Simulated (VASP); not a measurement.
**WSe2: single point with PBE+D3(BJ)**

WSe2:

```xyz
3
Lattice="3.6069 0.0000 0.0000 -1.8034 2.5557 0.0000 0.0000 0.0000 7.0056" Properties=species:S:1:pos:R:3 pbc="T T T"
W     0.0000    0.0000    0.0000
Se    0.0000    1.7038    1.6852
Se    0.0000    1.7038    5.3204
```

This cell differs from its parent crystal: strain +e along x and -e along y +0.1000, strain +e along z and -e/2 along x and y +0.0000.

| Item | Value |
| --- | --- |
| Program | VASP 6.6.1 |
| Task | single point |
| Functional | PBE |
| Dispersion | D3(BJ) |
| Potentials or basis | VASP PAW PBE potentials, release 64 (W_sv, Se) |
| Cutoff | 520 eV |
| k mesh | 9 × 9 × 4 |
| Occupations | gaussian, width 0.05 eV |
| Spin | no spin polarisation |

```yaml
Pressure: 4.4 GPa
Largest_force: 2.110 eV/Å
Band_gap_on_the_k_mesh: 1.16 eV (least direct gap 1.37 eV)
Dispersion_energy_per_atom: -0.436 eV
```

Forces in eV/Å, atoms in the order of the input:
```
W    0.000 -2.110  0.000
Se   0.000  1.055  0.211
Se   0.000  1.055 -0.211
```

Stress tensor (GPa, compression positive):
```
-7.70  0.00  0.00
 0.00 19.32  0.00
 0.00  0.00  1.69
```

Levels at points of the mesh, in eV from the valence-band top:
| k point | band 9 | band 10 | band 11 | band 12 | band 13 | band 14 | band 15 | band 16 | band 17 | band 18 |
| --- | --- | --- | --- | --- | --- | --- | --- | --- | --- | --- |
| (0.00, 0.00, 0.00) | -1.93 | -1.60 | -1.38 | -0.74 | -0.65 | 2.17 | 2.34 | 3.56 | 3.65 | 4.47 |
| (0.00, 0.00, 0.50) | -3.39 | -1.41 | -1.32 | -0.96 | -0.03 | 2.09 | 2.47 | 3.51 | 3.77 | 5.22 |

It took 39 s on 1 thread of AMD EPYC 9R45 96-Core Processor (Zen 5), with other jobs on the host, peak memory 0.22 GiB.

Caveat: the cell differs from its parent crystal (strain +e along x and -e along y +0.1000, strain +e along z and -e/2 along x and y +0.0000); the stress differs along the axes, from -8 to 19 GPa; spin-orbit coupling is left out, which moves the levels of the heavy elements; forces of over 1 eV/Å act on the atoms, so gaps and moduli don't describe the material at rest. A k mesh can miss the band edges.
